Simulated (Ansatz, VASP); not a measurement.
Two plane-wave programs on BeIr3

The input INCAR:

```
SYSTEM = BeIr3
PREC     = Accurate       ! precision mode
ENCUT    = 520            ! plane-wave cutoff, eV
EDIFF    = 1E-6           ! SCF threshold, eV
ISMEAR   = 0              ! smearing method
SIGMA    = 0.1            ! smearing width, eV
LREAL    = .False.        ! projectors in reciprocal space
LASPH    = .True.         ! aspherical terms in the spheres
NELM     = 100            ! most SCF steps
ALGO     = Fast           ! electronic algorithm
ISIF     = 2              ! what is computed and relaxed
LWAVE    = .False.        ! write WAVECAR
LCHARG   = .False.        ! write CHGCAR
GGA      = PE             ! functional
NBANDS   = 39             ! bands
```

KPOINTS

```
regular mesh
0
Gamma
  6 6 4
  0 0 0
```

File POSCAR:

```
BeIr3
1.0
    5.1872933989      0.0000000000      0.0000000000
   -2.5936466994      4.4923278603      0.0000000000
    0.0000000000      0.0000000000      4.1636033121
Be Ir
2 6
Direct
    0.3333333333      0.6666666667      0.2500000000
    0.6666666667      0.3333333333      0.7500000000
    0.8330000000      0.6660000000      0.2500000000
    0.1670000000      0.8330000000      0.7500000000
    0.3340000000      0.1670000000      0.2500000000
    0.1670000000      0.3340000000      0.7500000000
    0.8330000000      0.1670000000      0.2500000000
    0.6660000000      0.8330000000      0.7500000000
```

Input for Ansatz:

```yaml
crystal:
  lattice:
    - [5.1872933989, 0.0, 0.0]
    - [-2.5936466994, 4.4923278603, 0.0]
    - [0.0, 0.0, 4.1636033121]
  atoms:
    - { symbol: Be, position: [0.3333333333, 0.6666666667, 0.25] }
    - { symbol: Be, position: [0.6666666667, 0.3333333333, 0.75] }
    - { symbol: Ir, position: [0.833, 0.666, 0.25] }
    - { symbol: Ir, position: [0.167, 0.833, 0.75] }
    - { symbol: Ir, position: [0.334, 0.167, 0.25] }
    - { symbol: Ir, position: [0.167, 0.334, 0.75] }
    - { symbol: Ir, position: [0.833, 0.167, 0.25] }
    - { symbol: Ir, position: [0.666, 0.833, 0.75] }
basis:
  ecutwfc: 420
kpoints:
  mp_grid: { grid: [6, 6, 4] }
hamiltonian:
  xc: pbe
scf:
  occupations: { method: gaussian, width: 0.1 }
  lower_state_search: "off"
output:
  forces: true
  stress: true
  eigenvalues: true
```

Alike in both runs: task single point; functional PBE; k mesh 6 × 6 × 4; occupations gaussian, width 0.1 eV; no spin polarisation.

|  | VASP | Ansatz |
| --- | --- | --- |
| version | VASP 6.6.1 | Ansatz 0.2.0 |
| potentials or method | VASP PAW PBE potentials, release 64 (Be, Ir), cutoff 520 eV | scalar-relativistic, plane waves, PAW |
| valence electrons in the cell | 58 | 106 |

Ansatz gave:

| Property | Result |
| --- | --- |
| gap on the k mesh at the Fermi level (eV) | none |
| rms of the force components (eV/Å) | 1.057 |

What did VASP give for the same quantities?

gap on the k mesh at the Fermi level (eV): none; rms of the force components (eV/Å): 1.077.

Atom by atom the forces differ by 0.021 eV/Å (rms over components). A gap of «none» marks a metal or a gap that the smearing closes. VASP's potentials hold 58 valence electrons a cell and Ansatz's 106, so a difference there can come from the potentials and not from the codes.

The k mesh is coarse, so the values compare programs but aren't converged. Neither program's run includes spin-orbit coupling.
